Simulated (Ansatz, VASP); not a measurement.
ZnSe in VASP and in Ansatz

POSCAR

```
ZnSe
1.0
    0.0000000000      3.0595808523      3.0595808523
    3.0595808523      0.0000000000      3.0595808523
    3.0595808523      3.0595808523      0.0000000000
Zn Se
1 1
Direct
    0.0000000000      0.0000000000      0.0000000000
    0.7500000000      0.7500000000      0.7500000000
```

The input INCAR.step1:

```
ALGO = Normal ; EDIFF = 1E-4
ENCUT = 520 ; GGA = PE
ISMEAR = 0 ; LASPH = T
LCHARG = F ; LREAL = F
LWAVE = T ; NBANDS = 16
NELM = 80 ; PREC = Accurate
SIGMA = 0.05
```

Contents of INCAR.step2:

```
ALGO = Normal ; EDIFF = 1E-6
ENCUT = 520 ; ISIF = 2
ISMEAR = 0 ; ISTART = 1
LASPH = T ; LCHARG = T
LELF = T ; LMIXTAU = T
LREAL = F ; LVHAR = T
LWAVE = F ; METAGGA = R2SCAN
NBANDS = 16 ; NELM = 80
PREC = Accurate ; SIGMA = 0.05
```

KPOINTS

```
k-points
0
Gamma
  8 8 8
```

Input for Ansatz:

```yaml
crystal:
  lattice:
    - [0.0, 3.0595808523, 3.0595808523]
    - [3.0595808523, 0.0, 3.0595808523]
    - [3.0595808523, 3.0595808523, 0.0]
  atoms:
    - { symbol: Zn, position: [0.0, 0.0, 0.0] }
    - { symbol: Se, position: [0.75, 0.75, 0.75] }
basis:
  ecutwfc: 500
kpoints:
  mp_grid: { grid: [8, 8, 8] }
hamiltonian:
  xc: r2scan
scf:
  occupations: { method: gaussian, width: 0.05 }
output:
  forces: true
  stress: true
  eigenvalues: true
  write_density: true
  write_potential: true
  elf: true
  volumetric_format: npy
```

Change from the starting cell: strain +0.080 along x and y, +0.080 along z, atoms carried along.

Alike in both runs: task single point; functional r2SCAN; k mesh 8 × 8 × 8; occupations gaussian, width 0.05 eV; no spin polarisation.

|  | VASP | Ansatz |
| --- | --- | --- |
| version | VASP 6.6.1 | Ansatz 0.2.0 |
| potentials or method | VASP PAW PBE potentials, release 64 (Zn, Se), cutoff 520 eV | scalar-relativistic, plane waves, PAW |
| valence electrons in the cell | 18 | 28 |

|  | VASP | Ansatz | Ansatz less VASP |
| --- | --- | --- | --- |
| gap on the k mesh at the Fermi level (eV) | 0.95 | 0.96 | +0.006 |
| least direct gap on the mesh (eV) | 0.95 | 0.96 | +0.006 |
| pressure (GPa) | -9.0 | -9.0 | -0.03 |

VASP's potentials were made for PBE, not for r2SCAN. The functional is the same, so the differences come from potentials, cutoffs and numerics. VASP's potentials hold 18 valence electrons a cell and Ansatz's 28, so a difference there can come from the potentials and not from the codes.
